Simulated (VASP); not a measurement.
Set up this calculation in VASP 6.6.1, as the native input.

| Quantity | Value |
| --- | --- |
| Task | single point |
| Functional | PBE |
| Potentials or basis | VASP PAW PBE potentials, release 64 (Sr_sv, O) |
| Cutoff | 600 eV |
| k mesh | 10 × 10 × 10 |
| Occupations | gaussian, width 0.02 eV |
| Spin | no spin polarisation |
| Dipole correction | no |
| Further INCAR settings | ALGO = Normal; EDIFF = 1e-06; NBANDS = 15 |

The structure of SrO lies in POSCAR:

```
SrO
1.0
    0.0000000000      2.6978000000      2.6978000000
    2.6978000000      0.0000000000      2.6978000000
    2.6978000000      2.6978000000      0.0000000000
Sr O
1 1
Direct
    0.0000000000      0.0000000000      0.0000000000
    0.2500000000      0.2500000000      0.2500000000
```

These files were run (other wordings do the same):

INCAR

```
PREC = Accurate
ENCUT = 600
EDIFF = 1E-6
ISMEAR = 0
SIGMA = 0.02
LREAL = False
LASPH = True
NELM = 120
ALGO = Normal
ISIF = 2
LWAVE = False
LCHARG = False
GGA = PE
NBANDS = 15
GGA_COMPAT = False
```

KPOINTS

```
regular mesh
0
Gamma
  10 10 10
```

Potentials or basis: VASP PAW PBE potentials, release 64 (Sr_sv, O).

Launch:

```bash
$ cat potpaw_PBE.64/Sr_sv/POTCAR potpaw_PBE.64/O/POTCAR > POTCAR
$ mpirun -np 1 vasp_std > vasp.out
```

Results of the run:

```yaml
Pressure: 9.8 GPa
Band_gap_on_the_k_mesh: 2.80 eV (least direct gap 3.89 eV)
```

Caveat: the cell stands under pressure.

Wall time 24 s on 1 thread of Intel(R) Xeon(R) Platinum 8488C (Sapphire Rapids), on a shared host, peak memory 0.19 GiB.
